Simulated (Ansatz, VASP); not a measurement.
Sb: VASP beside Ansatz

POSCAR

```
Sb
1.0
   -3.9477424451      3.9477424451      1.9841386384
    3.9477424451     -3.9477424451      1.9841386384
    3.9477424451      3.9477424451     -1.9841386384
Sb
4
Direct
    0.6512630600      0.1512630600      0.8025261200
    0.1512630600      0.3487369400      0.5000000000
    0.3487369400      0.8487369400      0.1974738800
    0.8487369400      0.6512630600      0.5000000000
```

The input INCAR.step1:

```
SYSTEM = Sb
ALGO = Normal
EDIFF = 1E-4
ENCUT = 520
GGA = PE
ISMEAR = -1
LASPH = .TRUE.
LCHARG = .FALSE.
LREAL = .FALSE.
LWAVE = .TRUE.
NBANDS = 18
NELM = 100
PREC = Accurate
SIGMA = 0.05
```

The input INCAR.step2:

```
SYSTEM = Sb
ALGO = Normal
EDIFF = 1E-7
ENCUT = 520
ISIF = 2
ISMEAR = -1
ISTART = 1
LASPH = .TRUE.
LCHARG = .TRUE.
LELF = .TRUE.
LMIXTAU = .TRUE.
LREAL = .FALSE.
LVHAR = .TRUE.
LWAVE = .FALSE.
METAGGA = R2SCAN
NBANDS = 18
NELM = 100
PREC = Accurate
SIGMA = 0.05
```

The input KPOINTS:

```
k-points
0
G
  7 7 7
  0 0 0
```

input.yaml

```yaml
crystal:
  lattice:
    - [-3.9477424451, 3.9477424451, 1.9841386384]
    - [3.9477424451, -3.9477424451, 1.9841386384]
    - [3.9477424451, 3.9477424451, -1.9841386384]
  atoms:
    - { symbol: Sb, position: [0.65126306, 0.15126306, 0.80252612] }
    - { symbol: Sb, position: [0.15126306, 0.34873694, 0.5] }
    - { symbol: Sb, position: [0.34873694, 0.84873694, 0.19747388] }
    - { symbol: Sb, position: [0.84873694, 0.65126306, 0.5] }
hamiltonian:
  xc: r2scan
  pseudopotentials: { kind: paw }
kpoints:
  mp_grid: { grid: [7, 7, 7] }
scf:
  occupations: { method: fermi_dirac, width: 0.05 }
output:
  forces: true
  stress: true
  eigenvalues: true
  write_density: true
  write_potential: true
  elf: true
  volumetric_format: npy
```

Alike in both runs: task single point; functional r2SCAN; k mesh 7 × 7 × 7; occupations fermi-dirac, width 0.05 eV; no spin polarisation.

|  | VASP | Ansatz |
| --- | --- | --- |
| version | VASP 6.6.1 | Ansatz 0.2.0 |
| potentials or method | VASP PAW PBE potentials, release 64 (Sb) | Ansatz PAW |
| plane-wave cutoff (eV) | 520 | 500 |
| valence electrons in the cell | 20 | 60 |

Ansatz gave:

```
gap on the k mesh at the Fermi level (eV)                     : none
pressure (GPa)                                                : 4.5
traceless stress, the component that is largest in VASP (GPa) : 1.04
rms of the force components (eV/Å)                            : 0.097
```

Which values does VASP return?

gap on the k mesh at the Fermi level (eV): none; pressure (GPa): 4.5; traceless stress, the component that is largest in VASP (GPa): 1.07; rms of the force components (eV/Å): 0.091.

VASP's potentials were made for PBE, not for r2SCAN. Atom by atom the forces differ by 0.007 eV/Å (rms over components). A gap of «none» marks a metal or a gap that the smearing closes. VASP's potentials hold 20 valence electrons a cell and Ansatz's 60, so a difference there can come from the potentials and not from the codes.

Spin-orbit coupling is off throughout.
